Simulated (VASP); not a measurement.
# ZrH2 (Fm-3m) in VASP: further runs, part 2 of 2

VASP 6.6.1.

**3. Single point, PBEsol (strained)**

INCAR

```
PREC     = Accurate       # precision mode
ENCUT    = 520            # plane-wave cutoff, eV
EDIFF    = 1E-7           # SCF threshold, eV
ISMEAR   = 0              # smearing method
SIGMA    = 0.1            # smearing width, eV
LREAL    = False          # projectors in reciprocal space
LASPH    = True           # aspherical terms in the spheres
NELM     = 80             # most SCF steps
ALGO     = Normal         # electronic algorithm
ISIF     = 2              # what is computed and relaxed
LWAVE    = False          # write WAVECAR
LCHARG   = False          # write CHGCAR
GGA      = PS             # functional
NBANDS   = 14             # bands
```

KPOINTS

```
Automatic mesh
0
Gamma
  16 16 16
```

POSCAR

```
ZrH2
1.0
    0.0000000000      2.3677381455      2.3677381455
    2.3677381455      0.0000000000      2.3677381455
    2.3677381455      2.3677381455      0.0000000000
Zr H
1 2
Direct
    0.0000000000      0.0000000000      0.0000000000
    0.7500000000      0.7500000000      0.7500000000
    0.2500000000      0.2500000000      0.2500000000
```

Potentials or basis: VASP PAW PBE potentials, release 64 (Zr_sv, H).

Command:

```
$ cat potpaw_PBE.64/Zr_sv/POTCAR potpaw_PBE.64/H/POTCAR > POTCAR
$ mpirun -np 1 vasp_std > vasp.out
```

OUTCAR:

```text
PREC = Accurate
   ENCUT = 520
   EDIFF = 1E-7
   ISMEAR = 0
   LREAL = False
   LASPH = True
   NELM = 80
   ISIF = 2
   GGA = PS

 ion  position               nearest neighbor table
   1  0.000  0.000  0.000-   2 2.05   2 2.05   2 2.05   2 2.05   3 2.05   3 2.05   3 2.05   3 2.05

   2  0.750  0.750  0.750-   1 2.05   1 2.05   1 2.05   1 2.05
   3  0.250  0.250  0.250-   1 2.05   1 2.05   1 2.05   1 2.05

  LATTYP: Found a face centered cubic cell.
 ALAT       =     4.7354762910

  Lattice vectors:

 A1 = (   0.0000000000,   2.3677381455,   2.3677381455)
 A2 = (   2.3677381455,   0.0000000000,   2.3677381455)
 A3 = (   2.3677381455,   2.3677381455,   0.0000000000)

Analysis of symmetry for initial positions (statically):
=====================================================================
 Subroutine PRICEL returns:
 Original cell was already a primitive cell.

 Routine SETGRP: Setting up the symmetry group for a
 face centered cubic supercell.

 Subroutine GETGRP returns: Found 48 space group operations
 (whereof 48 operations were pure point group operations)
 out of a pool of 48 trial point group operations.

The static configuration has the point symmetry O_h .

Analysis of symmetry for dynamics (positions and initial velocities):
=====================================================================
 Subroutine PRICEL returns:
 Original cell was already a primitive cell.

 Routine SETGRP: Setting up the symmetry group for a
 face centered cubic supercell.

 Subroutine GETGRP returns: Found 48 space group operations
 (whereof 48 operations were pure point group operations)
 out of a pool of 48 trial point group operations.

The dynamic configuration has the point symmetry O_h .

 Subroutine INISYM returns: Found 48 space group operations
 (whereof 48 operations are pure point group operations),
 and found     1 'primitive' translations

----------------------------------------------------------------------------------------

                                     Primitive cell

  volume of cell :      26.5480

  direct lattice vectors                    reciprocal lattice vectors
     0.000000000  2.367738146  2.367738146    -0.211172000  0.211172000  0.211172000
     2.367738146  0.000000000  2.367738146     0.211172000 -0.211172000  0.211172000
     2.367738146  2.367738146  0.000000000     0.211172000  0.211172000 -0.211172000

  length of vectors
     3.348487398  3.348487398  3.348487398     0.365760633  0.365760633  0.365760633

  position of ions in fractional coordinates (direct lattice)
     0.000000000  0.000000000  0.000000000
     0.750000000  0.750000000  0.750000000
     0.250000000  0.250000000  0.250000000

  ion indices of the primitive-cell ions
   primitive index   ion index
                 1           1
                 2           2
                 3           3

----------------------------------------------------------------------------------------

 KPOINTS: Automatic mesh

Automatic generation of k-mesh.
 Grid dimensions read from file:
 generate k-points for:   16   16   16

 Generating k-lattice:
[... 44 lines left out ...]
   k-points           NKPTS =    145   k-points in BZ     NKDIM =    145   number of bands    NBANDS=     14
   number of dos      NEDOS =    301   number of ions     NIONS =      3
   total plane-waves  NPLWV =  21952
   dimension x,y,z NGX =    28 NGY =   28 NGZ =   28
   dimension x,y,z NGXF=    56 NGYF=   56 NGZF=   56
   ions per type =               1   2
   NGX,Y,Z   is equivalent  to a cutoff of  13.90, 13.90, 13.90 a.u.
   NGXF,Y,Z  is equivalent  to a cutoff of  27.80, 27.80, 27.80 a.u.
 SYSTEM =  unknown system
   PREC   = accura    normal or accurate (medium, high low for compatibility)
   ISTART =      0    job   : 0-new  1-cont  2-samecut
   ICHARG =      2    charge: 1-file 2-atom 10-const
   ISPIN  =      1    spin polarized calculation?
   LNONCOLLINEAR =      F non collinear calculations
   LSORBIT =      F    spin-orbit coupling
   LASPH  =      T    aspherical Exc in radial PAW
   ENCUT  =  520.0 eV  38.22 Ry    6.18 a.u.   6.23  6.23  6.23*2*pi/ulx,y,z
   NELM   =     80;   NELMIN=  2; NELMDL= -5     # of ELM steps
   EDIFF  = 0.1E-06   stopping-criterion for ELM
   LREAL  =      F    real-space projection
   EDIFFG = 0.1E-05   stopping-criterion for IOM
   NSW    =      0    number of steps for IOM
   IBRION =     -1    ionic relax: 0-MD 1-quasi-New 2-CG
   NFREE  =      0    steps in history (QN), initial steepest desc. (CG)
   ISIF   =      2    stress and relaxation
   ISYM   =      2    0-nonsym 1-usesym 2-fastsym
   POTIM  = 0.5000    time-step for ionic-motion
   TEBEG  =    0.0;   TEEND  =   0.0 temperature during run
   PSTRESS=    0.0 pullay stress
   NELECT =      14.0000    total number of electrons
   NUPDOWN=      -1.0000    fix difference up-down
   EMIN   =  10.00;   EMAX   =-10.00  energy-range for DOS
   EFERMI =   0.00;   METHOD = LEGACY
   ISMEAR =     0;   SIGMA  =   0.10  broadening in eV -4-tet -1-fermi 0-gaus
   EFERMI_NEDOS =   21; number of points for ismear=-14 and -15
   IALGO  =     38    algorithm
   IMIX   =      4    mixing-type and parameters
     AMIX     =   0.40;   BMIX     =  1.00
     AMIX_MAG =   1.60;   BMIX_MAG =  1.00
  volume/ion in A,a.u.               =       8.85        59.72
  Fermi-wavevector in a.u.,A,eV,Ry     =   1.322637  2.499421 23.801588  1.749367
  Thomas-Fermi vector in A             =   2.452303
   LORBIT       =      0    0 simple, 1 ext, 2 COOP (PROOUT), +10 PAW based schemes
   GGA     = PS    functional components
   LHFCALC =     F    Hartree Fock is set to
   AEXX    =    0.0000 exact exchange contribution
   IVDW    =     0    specifies the selected vdW correction
   LEPSILON=     F    determine dielectric tensor
   LRPA    =     F    only Hartree local field effects (RPA)
 non-spin polarized calculation
 Gauss-broadening in eV      SIGMA  =   0.10
  energy-cutoff  :      520.00
  volume of cell :       26.55
 maximum number of plane-waves:       728
 NGX is ok and might be reduce to    28
   NGX = 13   NGY = 13   NGZ = 13

 number of electron      14.0000000 magnetization

 Free energy of the ion-electron system (eV)
  ---------------------------------------------------
  ext. energy  EPLUGINS =         0.00000000
  ---------------------------------------------------
  free energy    TOTEN  =       -17.58049737 eV

  energy without entropy =      -17.57278860  energy(sigma->0) =      -17.57664298

 E-fermi :   8.8004     XC(G=0): -11.5052

 val. band max:        8.7980075180   @ k =   0.1250   0.1250   0.0000
 cond. band min:       8.8065289378   @ k =   0.1875   0.0000   0.0000
 fundamental gap:      0.0085214198
 Fermi energy:         8.8003699110

 k-point     1 :       0.0000    0.0000    0.0000
  band No.  band energies     occupation
      1     -40.2405      2.00000
      2     -17.9876      2.00000
      3     -17.9876      2.00000
      4     -17.9876      2.00000
      5      -1.0000      2.00000
      6       7.5149      2.00000
      7       8.4478      2.00000
      8       8.4478      2.00000
      9       8.4478      2.00000
     10      11.2040      0.00000
     11      11.2040      0.00000
     12      19.9979      0.00000
     13      21.2717      0.00000
     14      21.2717      0.00000
[... 377 lines left out ...]
      1     -40.2310      2.00000
      2     -18.0651      2.00000
      3     -18.0079      2.00000
      4     -17.9927      2.00000
      5      -0.7264      2.00000
      6       6.0831      2.00000
      7       8.5863      1.99754
      8       8.6029      1.99478
      9      10.2083      0.00000
     10      10.9388      0.00000
     11      11.1877      0.00000
     12      18.4949      0.00000
     13      21.5089      0.00000
     14      22.0126      0.00000

 [... further k-points ...]

------------------------ aborting loop because EDIFF is reached ----------------------------------------

  FORCE on cell =-STRESS in cart. coord.  units (eV):
  Direction    XX          YY          ZZ          XY          YZ          ZX
  --------------------------------------------------------------------------------------
  -------------------------------------------------------------------------------------
  Total        0.4311103      0.4311103      0.4311103     -0.0000000     -0.0000000      0.0000000
  in kB       26.0176455     26.0176455     26.0176455     -0.0000000     -0.0000000      0.0000000
  external PRESSURE =      26.0176455 kB  Pullay stress =       0.0000000 kB

 VOLUME and BASIS-vectors are now :
 -----------------------------------------------------------------------------
  energy-cutoff  :      520.00
  volume of cell :       26.55
      direct lattice vectors                 reciprocal lattice vectors
     0.000000000  2.367738146  2.367738146    -0.211172000  0.211172000  0.211172000
     2.367738146  0.000000000  2.367738146     0.211172000 -0.211172000  0.211172000
     2.367738146  2.367738146  0.000000000     0.211172000  0.211172000 -0.211172000

 POSITION                                       TOTAL-FORCE (eV/Angst)
 -----------------------------------------------------------------------------------
      0.00000      0.00000      0.00000         0.000000      0.000000      0.000000
      3.55161      3.55161      3.55161        -0.000000     -0.000000     -0.000000
      1.18387      1.18387      1.18387         0.000000      0.000000      0.000000
 -----------------------------------------------------------------------------------
    total drift:                               -0.000000     -0.000000      0.000000

  FREE ENERGIE OF THE ION-ELECTRON SYSTEM (eV)
  ---------------------------------------------------
  free  energy   TOTEN  =       -17.5804973659 eV

  energy  without entropy=      -17.5727885965  energy(sigma->0) =      -17.57664298
```

Run time: 78 s. Hardware: 1 thread of Intel Xeon 8259CL, shared host; peak memory 0.2 GiB.

Results:

* Free energy: -17.5805 eV
* Pressure: 2.6 GPa
* Band gap on the k mesh: zero (bands 7 and 8 overlap by 0.79 eV)

Caveat: the cell differs from its parent crystal (strained); the PAW data sets were made with another functional, which shifts forces and pressure a little.

**4. Single point, PBEsol (strained)**

INCAR

```
PREC = Accurate
ENCUT = 520
EDIFF = 1E-7
ISMEAR = 0
SIGMA = 0.1
LREAL = False
LASPH = True
NELM = 60
ALGO = Normal
ISIF = 2
LWAVE = False
LCHARG = True
GGA = PS
LELF = True
LVHAR = True
NBANDS = 14
```

KPOINTS is that of step 3.

POSCAR

```
ZrH2
1.0
    0.0000000000      2.3870360378      2.3870360378
    2.3870360378      0.0000000000      2.3870360378
    2.3870360378      2.3870360378      0.0000000000
Zr H
1 2
Direct
    0.0000000000      0.0000000000      0.0000000000
    0.7500000000      0.7500000000      0.7500000000
    0.2500000000      0.2500000000      0.2500000000
```

Command:

```
$ cat potpaw_PBE.64/Zr_sv/POTCAR potpaw_PBE.64/H/POTCAR > POTCAR
$ mpirun -np 1 vasp_std > vasp.out
```

Wall time 95 s (1 thread of Intel Xeon 8259CL, shared host); peak memory 0.2 GiB.

The run converged. Its results:

```yaml
Free_energy: -17.5846 eV
Pressure: -1.0 GPa
Band_gap_on_the_k_mesh: zero (bands 7 and 8 overlap by 0.76 eV)
```

Levels at points of the mesh, in eV from the Fermi level:
| k point | band 3 | band 4 | band 5 | band 6 | band 7 | band 8 | band 9 | band 10 | band 11 | band 12 |
| --- | --- | --- | --- | --- | --- | --- | --- | --- | --- | --- |
| (0.00, 0.00, 0.00) | -26.87 | -26.87 | -9.70 | -1.27 | -0.34 | -0.34 | -0.34 | 2.33 | 2.33 | 11.04 |
| (0.50, 0.00, 0.00) | -26.95 | -26.95 | -7.51 | -4.41 | -0.22 | -0.22 | 3.74 | 3.74 | 4.68 | 6.67 |
| (0.50, 0.50, 0.00) | -27.10 | -27.10 | -6.64 | -4.50 | -3.46 | 3.92 | 3.98 | 3.98 | 6.78 | 6.78 |

Caveat: the cell differs from its parent crystal (strained); the PAW data sets were made with another functional, which shifts forces and pressure a little.

**5. Single point, PBEsol (strained)**

INCAR

```
SYSTEM = ZrH2
  ALGO = Normal
  EDIFF = 1E-6
  ENCUT = 520
  GGA = PS
  ISIF = 2
  ISMEAR = 0
  LASPH = .TRUE.
  LCHARG = .FALSE.
  LREAL = .FALSE.
  LWAVE = .FALSE.
  NBANDS = 14
  NELM = 80
  PREC = Accurate
  SIGMA = 0.1
```

KPOINTS

```
k-points
0
G
  16 16 16
  0 0 0
```

POSCAR

```
ZrH2
1.0
    0.0000000000      2.4470257402      2.4470257402
    2.4470257402      0.0000000000      2.4470257402
    2.4470257402      2.4470257402      0.0000000000
Zr H
1 2
Direct
    0.0000000000      0.0000000000      0.0000000000
    0.7500000000      0.7500000000      0.7500000000
    0.2500000000      0.2500000000      0.2500000000
```

Potentials or basis: VASP PAW PBE potentials, release 64 (Zr_sv, H).

Command:

```
$ cat potpaw_PBE.64/Zr_sv/POTCAR potpaw_PBE.64/H/POTCAR > POTCAR
$ mpirun -np 1 vasp_std > vasp.out
```

OUTCAR:

```text
SYSTEM = ZrH2
   EDIFF = 1E-6
   ENCUT = 520
   GGA = PS
   ISIF = 2
   ISMEAR = 0
   LASPH = .TRUE.
   LREAL = .FALSE.
   NELM = 80
   PREC = Accurate

 ion  position               nearest neighbor table
   1  0.000  0.000  0.000-   2 2.12   2 2.12   2 2.12   2 2.12   3 2.12   3 2.12   3 2.12   3 2.12

   2  0.750  0.750  0.750-   1 2.12   1 2.12   1 2.12   1 2.12
   3  0.250  0.250  0.250-   1 2.12   1 2.12   1 2.12   1 2.12

  LATTYP: Found a face centered cubic cell.
 ALAT       =     4.8940514804

  Lattice vectors:

 A1 = (   0.0000000000,   2.4470257402,   2.4470257402)
 A2 = (   2.4470257402,   0.0000000000,   2.4470257402)
 A3 = (   2.4470257402,   2.4470257402,   0.0000000000)

Analysis of symmetry for initial positions (statically):
=====================================================================
 Subroutine PRICEL returns:
 Original cell was already a primitive cell.

 Routine SETGRP: Setting up the symmetry group for a
 face centered cubic supercell.

 Subroutine GETGRP returns: Found 48 space group operations
 (whereof 48 operations were pure point group operations)
[... 183 lines left out ...]
      8       7.4825      1.99999
      9       7.4825      1.99999
     10       9.9121      0.00000
     11       9.9121      0.00000
     12      18.3747      0.00000
     13      19.7846      0.00000
     14      19.7846      0.00000
[... 377 lines left out ...]
      1     -41.4729      2.00000
      2     -19.3457      2.00000
      3     -19.3065      2.00000
      4     -19.2958      2.00000
      5      -1.3476      2.00000
      6       5.2645      2.00000
      7       7.6066      1.99428
      8       7.6178      1.99081
      9       9.0736      0.00000
     10       9.6899      0.00000
     11       9.9024      0.00000
     12      17.0552      0.00000
     13      19.9635      0.00000
     14      20.4417      0.00000

 [... further k-points ...]

------------------------ aborting loop because EDIFF is reached ----------------------------------------

  FORCE on cell =-STRESS in cart. coord.  units (eV):
  Direction    XX          YY          ZZ          XY          YZ          ZX
  --------------------------------------------------------------------------------------
  -------------------------------------------------------------------------------------
  Total       -1.8085487     -1.8085487     -1.8085487      0.0000000      0.0000000      0.0000000
  in kB      -98.8769790    -98.8769790    -98.8769790      0.0000000      0.0000000      0.0000000
  external PRESSURE =     -98.8769790 kB  Pullay stress =       0.0000000 kB

 VOLUME and BASIS-vectors are now :
 -----------------------------------------------------------------------------
  energy-cutoff  :      520.00
  volume of cell :       29.31
      direct lattice vectors                 reciprocal lattice vectors
     0.000000000  2.447025740  2.447025740    -0.204329686  0.204329686  0.204329686
     2.447025740  0.000000000  2.447025740     0.204329686 -0.204329686  0.204329686
     2.447025740  2.447025740  0.000000000     0.204329686  0.204329686 -0.204329686

 POSITION                                       TOTAL-FORCE (eV/Angst)
 -----------------------------------------------------------------------------------
      0.00000      0.00000      0.00000        -0.000000      0.000000     -0.000000
      3.67054      3.67054      3.67054         0.000000      0.000000      0.000000
      1.22351      1.22351      1.22351        -0.000000     -0.000000     -0.000000
 -----------------------------------------------------------------------------------
    total drift:                               -0.000000     -0.000000      0.000000

  FREE ENERGIE OF THE ION-ELECTRON SYSTEM (eV)
  ---------------------------------------------------
  free  energy   TOTEN  =       -17.5125479624 eV

  energy  without entropy=      -17.5040571338  energy(sigma->0) =      -17.50830255
```

OSZICAR:

```text
N       E                     dE             d eps       ncg     rms          rms(c)
DAV:   1     0.855653637420E+02    0.85565E+02   -0.75278E+03  4084   0.981E+02
DAV:   2    -0.155803193673E+02   -0.10115E+03   -0.97137E+02  5128   0.261E+02
DAV:   3    -0.188751831503E+02   -0.32949E+01   -0.32623E+01  6086   0.402E+01
DAV:   4    -0.189264662157E+02   -0.51283E-01   -0.51263E-01  4600   0.476E+00
DAV:   5    -0.189272278801E+02   -0.76166E-03   -0.76165E-03  5870   0.426E-01    0.157E+01
DAV:   6    -0.177134160761E+02    0.12138E+01   -0.97721E-01  4348   0.930E+00    0.576E+00
DAV:   7    -0.175109989571E+02    0.20242E+00   -0.47021E-01  5052   0.548E+00    0.771E-01
DAV:   8    -0.175125687605E+02   -0.15698E-02   -0.42796E-02  5078   0.179E+00    0.498E-01
DAV:   9    -0.175126853662E+02   -0.11661E-03   -0.17569E-03  5052   0.410E-01    0.637E-02
DAV:  10    -0.175125474794E+02    0.13789E-03   -0.13716E-04  4654   0.106E-01    0.352E-02
DAV:  11    -0.175125480450E+02   -0.56558E-06   -0.17286E-05  5122   0.388E-02    0.266E-03
DAV:  12    -0.175125479624E+02    0.82555E-07   -0.78236E-07  3194   0.621E-03
   1 F= -.17512548E+02 E0= -.17508303E+02  d E =-.849083E-02
```

stdout:

```text
POSCAR found type information on POSCAR ZrH
 POSCAR found :  2 types and       3 ions
 scaLAPACK will be used
 -----------------------------------------------------------------------------
|                                                                             |
|                                                                             |
|     You enforced a specific xc type in the INCAR file but a different       |
|     I HOPE YOU KNOW WHAT YOU ARE DOING!                                     |
|                                                                             |
 -----------------------------------------------------------------------------

 LDA part: xc-table for (Slater+PW92), standard interpolation
 POSCAR, INCAR and KPOINTS ok, starting setup
 FFT: planning ... GRIDC
 FFT: planning ... GRID_SOFT
 FFT: planning ... GRID
 WAVECAR not read
 entering main loop
```

Run time: 88 s. Hardware: 1 thread of Intel Xeon 8259CL, shared host; peak memory 0.2 GiB.

What came out:

```
Free energy            : -17.5125 eV
Pressure               : -9.9 GPa
Band gap on the k mesh : zero (bands 7 and 8 overlap by 0.69 eV)
```

Caveat: the cell differs from its parent crystal (strained); the cell stands under tension; the PAW data sets were made with another functional, which shifts forces and pressure a little.

**6. The runs side by side**

```tsv
cell	gap on the mesh (eV)	pressure (GPa)
a = 3.345 Å, angles 60.0°, 3 atoms	none	3.1
a = 3.348 Å, angles 60.0°, 3 atoms	none	2.6
a = 3.376 Å, angles 60.0°, 3 atoms	none	-1.0
a = 3.461 Å, angles 60.0°, 3 atoms	none	-9.9
```

Alike in all rows: task single point; level PBEsol; potentials or basis VASP PAW PBE potentials, release 64 (Zr_sv, H); no spin polarisation; k mesh 16 × 16 × 16; cutoff (eV) 520; smearing gaussian 0.1 eV.

Caveats: the PAW data sets were made with another functional, which shifts forces and pressure a little; the cell stands under pressure (at least some runs); the cell stands under tension (at least some runs).

Absolute energies hang on the potentials; compare differences alone.
